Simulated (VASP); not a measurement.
# Mg in VASP: settings compared

Aim: see how the results for Mg move with the level of theory and the settings. Levels: PBE, LDA, HSE06. Tasks: single point.

All numbers are computed with VASP 6.6.1; they aren't measurements. Logs are shortened: lines on timing, memory, paths and dates and some standing lists are left out, and cuts for length are marked.

## (1) The cell of the first run

Symmetry: P6_3/mmc, No. 194, hexagonal system. Conventional cell: a = 3.239 Å, b = 3.239 Å, c = 10.521 Å, α = 90.00°, β = 90.00°, γ = 120.00°. Mg (site symmetry -6m2) has 12 Mg at 3.23 to 3.24 Å within 4.2 Å. Within 4.2 Å of Mg (site symmetry -3m) lie 12 Mg at 3.23 to 3.24 Å.

## (2) Single point, PBE

Input file INCAR:

```
PREC = Accurate ; ENCUT = 520
EDIFF = 1E-6 ; ISMEAR = -1
SIGMA = 0.05 ; LREAL = False
LASPH = True ; NELM = 80
ALGO = Normal ; ISIF = 2
LWAVE = False ; LCHARG = False
GGA = PE ; NBANDS = 12
```

Input file KPOINTS:

```
regular mesh
0
Gamma
  10 10 3
```

Input file POSCAR:

```
Mg
1.0
    3.2391326931      0.0000000000      0.0000000000
   -1.6195663465      2.8051711984      0.0000000000
    0.0000000000      0.0000000000     10.5212440182
Mg
4
Direct
    0.6666666667      0.3333333333      0.7500000000
    0.0000000000      0.0000000000      0.5000000000
    0.3333333333      0.6666666667      0.2500000000
    0.0000000000      0.0000000000      0.0000000000
```

Potentials or basis: VASP PAW PBE potentials, release 64 (Mg).

Command:

```
$ cat potpaw_PBE.64/Mg/POTCAR > POTCAR
$ mpirun -np 1 vasp_std > vasp.out
```

OUTCAR:

```text
PREC = Accurate
   ENCUT = 520
   EDIFF = 1E-6
   ISMEAR = -1
   LREAL = False
   LASPH = True
   NELM = 80
   ISIF = 2
   GGA = PE

 ion  position               nearest neighbor table
   1  0.667  0.333  0.750-   2 3.23   4 3.23   2 3.23   4 3.23   2 3.23   4 3.23
   2  0.000  0.000  0.500-   1 3.23   3 3.23   3 3.23   1 3.23   1 3.23   3 3.23
   3  0.333  0.667  0.250-   2 3.23   4 3.23   2 3.23   4 3.23   2 3.23   4 3.23
   4  0.000  0.000  0.000-   1 3.23   3 3.23   3 3.23   1 3.23   1 3.23   3 3.23

  LATTYP: Found a hexagonal cell.
 ALAT       =     3.2391326931
 C/A-ratio  =     3.2481670296

  Lattice vectors:

 A1 = (   3.2391326931,   0.0000000000,   0.0000000000)
 A2 = (  -1.6195663465,   2.8051711984,   0.0000000000)
 A3 = (   0.0000000000,   0.0000000000,  10.5212440182)

Analysis of symmetry for initial positions (statically):
=====================================================================
 Subroutine PRICEL returns:
 Original cell was already a primitive cell.

 Routine SETGRP: Setting up the symmetry group for a
 hexagonal supercell.

 Subroutine GETGRP returns: Found 24 space group operations
 (whereof 12 operations were pure point group operations)
 out of a pool of 24 trial point group operations.

The static configuration has the point symmetry D_3d.
 The point group associated with its full space group is D_6h.

Analysis of symmetry for dynamics (positions and initial velocities):
=====================================================================
 Subroutine PRICEL returns:
 Original cell was already a primitive cell.

 Routine SETGRP: Setting up the symmetry group for a
 hexagonal supercell.

 Subroutine GETGRP returns: Found 24 space group operations
 (whereof 12 operations were pure point group operations)
 out of a pool of 24 trial point group operations.

The dynamic configuration has the point symmetry D_3d.
 The point group associated with its full space group is D_6h.

 Subroutine INISYM returns: Found 24 space group operations
 (whereof 12 operations are pure point group operations),
 and found     1 'primitive' translations

----------------------------------------------------------------------------------------

                                     Primitive cell

  volume of cell :      95.5994

  direct lattice vectors                    reciprocal lattice vectors
     3.239132693  0.000000000  0.000000000     0.308724617  0.178242241  0.000000000
    -1.619566347  2.805171198  0.000000000     0.000000000  0.356484481  0.000000000
     0.000000000  0.000000000 10.521244018     0.000000000  0.000000000  0.095045795

  length of vectors
     3.239132693  3.239132693 10.521244018     0.356484481  0.356484481  0.095045795

  position of ions in fractional coordinates (direct lattice)
     0.666666667  0.333333333  0.750000000
     0.000000000  0.000000000  0.500000000
     0.333333333  0.666666667  0.250000000
     0.000000000  0.000000000  0.000000000

  ion indices of the primitive-cell ions
   primitive index   ion index
                 1           1
                 2           2
                 3           3
                 4           4

----------------------------------------------------------------------------------------

 KPOINTS: regular mesh

Automatic generation of k-mesh.
 Grid dimensions read from file:
 generate k-points for:   10   10    3

 Generating k-lattice:

  Cartesian coordinates                     Fractional coordinates (reciprocal lattice)
     0.030872462  0.017824224  0.000000000     0.100000000  0.000000000  0.000000000
     0.000000000  0.035648448  0.000000000     0.000000000  0.100000000  0.000000000
     0.000000000  0.000000000  0.031681932     0.000000000  0.000000000  0.333333333

  Length of vectors
     0.035648448  0.035648448  0.031681932

  Shift w.r.t. Gamma in fractional coordinates (k-lattice)
     0.000000000  0.000000000  0.000000000

 Subroutine IBZKPT returns following result:
 ===========================================

 Found     28 irreducible k-points:

 Following reciprocal coordinates:
            Coordinates               Weight
  0.000000  0.000000  0.000000      1.000000
  0.100000  0.000000  0.000000      6.000000
  0.200000  0.000000  0.000000      6.000000
  0.300000  0.000000  0.000000      6.000000
  0.400000  0.000000  0.000000      6.000000
  0.500000 -0.000000  0.000000      3.000000
[... 16 lines left out ...]
  0.300000  0.100000  0.333333     24.000000
  0.400000  0.100000  0.333333     24.000000
 [... further k-points ...]
   k-points           NKPTS =     28   k-points in BZ     NKDIM =     28   number of bands    NBANDS=     12
   number of dos      NEDOS =    301   number of ions     NIONS =      4
   total plane-waves  NPLWV =  46080
   dimension x,y,z NGX =    24 NGY =   24 NGZ =   80
   dimension x,y,z NGXF=    48 NGYF=   48 NGZF=  160
   ions per type =               4
   NGX,Y,Z   is equivalent  to a cutoff of  12.32, 12.32, 12.64 a.u.
   NGXF,Y,Z  is equivalent  to a cutoff of  24.64, 24.64, 25.28 a.u.
 SYSTEM =  unknown system
   PREC   = accura    normal or accurate (medium, high low for compatibility)
   ISTART =      0    job   : 0-new  1-cont  2-samecut
   ICHARG =      2    charge: 1-file 2-atom 10-const
   ISPIN  =      1    spin polarized calculation?
   LNONCOLLINEAR =      F non collinear calculations
   LSORBIT =      F    spin-orbit coupling
   LASPH  =      T    aspherical Exc in radial PAW
   ENCUT  =  520.0 eV  38.22 Ry    6.18 a.u.   6.02  6.02 19.56*2*pi/ulx,y,z
   NELM   =     80;   NELMIN=  2; NELMDL= -5     # of ELM steps
   EDIFF  = 0.1E-05   stopping-criterion for ELM
   LREAL  =      F    real-space projection
   EDIFFG = 0.1E-04   stopping-criterion for IOM
   NSW    =      0    number of steps for IOM
   IBRION =     -1    ionic relax: 0-MD 1-quasi-New 2-CG
   NFREE  =      0    steps in history (QN), initial steepest desc. (CG)
   ISIF   =      2    stress and relaxation
   ISYM   =      2    0-nonsym 1-usesym 2-fastsym
   POTIM  = 0.5000    time-step for ionic-motion
   TEBEG  =    0.0;   TEEND  =   0.0 temperature during run
   PSTRESS=    0.0 pullay stress
   NELECT =       8.0000    total number of electrons
   NUPDOWN=      -1.0000    fix difference up-down
   EMIN   =  10.00;   EMAX   =-10.00  energy-range for DOS
   EFERMI =   0.00;   METHOD = LEGACY
   ISMEAR =    -1;   SIGMA  =   0.05  broadening in eV -4-tet -1-fermi 0-gaus
   EFERMI_NEDOS =   21; number of points for ismear=-14 and -15
   IALGO  =     38    algorithm
   IMIX   =      4    mixing-type and parameters
     AMIX     =   0.40;   BMIX     =  1.00
     AMIX_MAG =   1.60;   BMIX_MAG =  1.00
  volume/ion in A,a.u.               =      23.90       161.28
  Fermi-wavevector in a.u.,A,eV,Ry     =   0.716066  1.353169  6.976396  0.512751
  Thomas-Fermi vector in A             =   1.804390
   LORBIT       =      0    0 simple, 1 ext, 2 COOP (PROOUT), +10 PAW based schemes
   GGA     = PE    functional components
   LHFCALC =     F    Hartree Fock is set to
   AEXX    =    0.0000 exact exchange contribution
   IVDW    =     0    specifies the selected vdW correction
   LEPSILON=     F    determine dielectric tensor
   LRPA    =     F    only Hartree local field effects (RPA)
 non-spin polarized calculation
  energy-cutoff  :      520.00
  volume of cell :       95.60
 maximum number of plane-waves:      2608
   NGX = 13   NGY = 13   NGZ = 39

 number of electron       8.0000000 magnetization

 Free energy of the ion-electron system (eV)
  ---------------------------------------------------
  ext. energy  EPLUGINS =         0.00000000
  ---------------------------------------------------
  free energy    TOTEN  =        -5.99400813 eV

  energy without entropy =       -5.97740746  energy(sigma->0) =       -5.98570780

 E-fermi :   2.5268     XC(G=0):  -8.3674

 val. band max:        2.5240704456   @ k =   0.3000   0.3000   0.0000
 cond. band min:       2.5861073208   @ k =   0.3000   0.3000   0.3333
 fundamental gap:      0.0620368752
 Fermi energy:         2.5268002453

 k-point     1 :       0.0000    0.0000    0.0000
  band No.  band energies     occupation
      1      -4.3333      2.00000
      2      -2.9794      2.00000
      3      -2.9785      2.00000
      4       0.8072      2.00000
      5       1.1788      2.00000
      6       7.3264      0.00000
      7       7.3347      0.00000
      8      13.1442      0.00000
      9      13.1442      0.00000
     10      13.1613      0.00000
     11      13.1613      0.00000
     12      13.9131      0.00000

 k-point     2 :       0.1000    0.0000    0.0000
  band No.  band energies     occupation
      1      -4.1417      2.00000
      2      -2.7904      2.00000
      3      -2.7894      2.00000
      4       0.9829      2.00000
      5       1.3657      2.00000
      6       7.4696      0.00000
      7       7.4884      0.00000
      8      10.4454      0.00000
      9      11.4951      0.00000
     10      11.5655      0.00000
     11      11.6952      0.00000
     12      12.6567      0.00000

 k-point     3 :       0.2000    0.0000    0.0000
  band No.  band energies     occupation
      1      -3.5691      2.00000
      2      -2.2256      2.00000
      3      -2.2244      2.00000
      4       1.5102      2.00000
      5       1.9170      1.99999
      6       7.2444      0.00000
      7       7.7918      0.00000
      8       8.2059      0.00000
      9       8.6887      0.00000
     10       8.8976      0.00000
     11      10.5588      0.00000
     12      11.1926      0.00000
[... 286 lines left out ...]
 k-point    23 :       0.3000    0.1000    0.3333
  band No.  band energies     occupation
      1      -1.7231      2.00000
      2      -1.2817      2.00000
      3       0.4588      2.00000
      4       1.7261      2.00000
      5       3.7406      0.00000
      6       4.1559      0.00000
      7       5.3051      0.00000
      8       5.8757      0.00000
      9       6.8822      0.00000
     10       7.1096      0.00000
     11       7.8208      0.00000
     12       8.1875      0.00000

 k-point    24 :       0.4000    0.1000    0.3333
  band No.  band energies     occupation
      1      -0.2419      2.00000
      2       0.1893      2.00000
      3       1.5495      2.00000
      4       1.7158      2.00000
      5       2.2547      1.99138
      6       3.1786      0.00000
      7       3.8472      0.00000
      8       5.0063      0.00000
      9       6.4002      0.00000
     10       7.0714      0.00000
     11       7.6165      0.00000
     12       8.4210      0.00000

 [... further k-points ...]
[... 5 lines left out ...]
  --------------------------------------------------------------------------------------
  -------------------------------------------------------------------------------------
  Total       -0.9411581     -0.9411581     -0.3491285     -0.0000000      0.0000000      0.0000000
  in kB      -15.7731337    -15.7731337     -5.8511431     -0.0000000      0.0000000      0.0000000
  external PRESSURE =     -12.4658035 kB  Pullay stress =       0.0000000 kB

 VOLUME and BASIS-vectors are now :
 -----------------------------------------------------------------------------
  energy-cutoff  :      520.00
  volume of cell :       95.60
      direct lattice vectors                 reciprocal lattice vectors
     3.239132693  0.000000000  0.000000000     0.308724617  0.178242241  0.000000000
    -1.619566347  2.805171198  0.000000000     0.000000000  0.356484481  0.000000000
     0.000000000  0.000000000 10.521244018     0.000000000  0.000000000  0.095045795

 POSITION                                       TOTAL-FORCE (eV/Angst)
 -----------------------------------------------------------------------------------
      1.61957      0.93506      7.89093         0.000000     -0.000000     -0.000000
      0.00000      0.00000      5.26062        -0.000000      0.000000     -0.000000
     -0.00000      1.87011      2.63031        -0.000000      0.000000      0.000000
      0.00000      0.00000      0.00000        -0.000000      0.000000     -0.000000
 -----------------------------------------------------------------------------------
    total drift:                               -0.000000     -0.000000      0.000000

  FREE ENERGIE OF THE ION-ELECTRON SYSTEM (eV)
  ---------------------------------------------------
  free  energy   TOTEN  =        -5.9940081338 eV

  energy  without entropy=       -5.9774074636  energy(sigma->0) =       -5.98570780
```

It took 17 s on 1 thread of Intel Xeon Platinum 8488C (Sapphire Rapids), shared host; peak memory 0.2 GiB.

Results:

| Property | Result |
| --- | --- |
| Free energy | -5.9940 eV |
| Pressure | -1.2 GPa |
| Band gap on the k mesh | zero (band 4 reaches 3.09 eV, above the bottom of band 5 at 1.18 eV) |

Stress tensor (GPa, compression positive):
```
-1.58  0.00  0.00
 0.00 -1.58  0.00
 0.00  0.00 -0.59
```

## (3) Single point, PBE (atoms moved at random)

Input file INCAR:

```
SYSTEM = Mg
ALGO = Fast ; EDIFF = 1E-6
ENCUT = 520 ; GGA = PE
ISIF = 2 ; ISMEAR = -1
LASPH = .TRUE. ; LCHARG = .TRUE.
LELF = .TRUE. ; LREAL = .FALSE.
LVHAR = .TRUE. ; LWAVE = .FALSE.
NBANDS = 12 ; NELM = 80
PREC = Accurate ; SIGMA = 0.05
```

Input file KPOINTS:

```
k-points
0
G
  10 10 3
  0 0 0
```

Input file POSCAR:

```
Mg
1.0
    3.1768261656      0.0000000000      0.0000000000
   -1.5884130828      2.7512121628      0.0000000000
    0.0000000000      0.0000000000     10.3188620100
Mg
4
Direct
    0.6626000000      0.3256080000      0.7473920000
   -0.0059090000     -0.0164410000      0.5014690000
    0.3241570000      0.6757900000      0.2561080000
   -0.0182520000     -0.0028680000      0.0003590000
```

Potentials or basis: VASP PAW PBE potentials, release 64 (Mg).

Command:

```
$ cat potpaw_PBE.64/Mg/POTCAR > POTCAR
$ mpirun -np 1 vasp_std > vasp.out
```

It took 74 s on 1 thread of Intel Xeon Platinum 8488C (Sapphire Rapids), shared host; peak memory 0.3 GiB.

The run converged. Its results:

* Free energy: -5.9944 eV
* Pressure: 0.8 GPa
* Largest force: 0.180 eV/Å
* Band gap on the k mesh: zero (band 4 reaches 3.37 eV, above the bottom of band 5 at 1.48 eV)

Forces in eV/Å, atoms in the order of the input:
```
Mg  -0.014 -0.006  0.121
Mg  -0.028  0.038  0.013
Mg   0.019 -0.036 -0.175
Mg   0.023  0.004  0.040
```

Stress tensor (GPa, compression positive):
```
 0.58 -0.07 -0.02
-0.07  0.42  0.01
-0.02  0.01  1.41
```

Levels at points of the mesh, in eV from the Fermi level:
```
           k point  band 1  band 2  band 3  band 4  band 5  band 6  band 7  band 8  band 9
(0.00, 0.00, 0.00)   -7.11   -5.72   -5.69   -1.81   -1.35    4.97    4.98   10.96   10.97
(0.50, 0.00, 0.00)   -2.27   -2.26   -1.19   -1.16   -0.61   -0.58    2.68    2.85    3.35
(0.00, 0.50, 0.00)   -2.27   -2.26   -1.18   -1.16   -0.62   -0.59    2.67    2.86    3.33
(0.50, 0.50, 0.00)   -2.27   -2.26   -1.20   -1.18   -0.59   -0.56    2.69    2.83    3.37
```

Caveat: the cell differs from its parent crystal (atoms moved at random).

(Continued in part 2 of 2.)
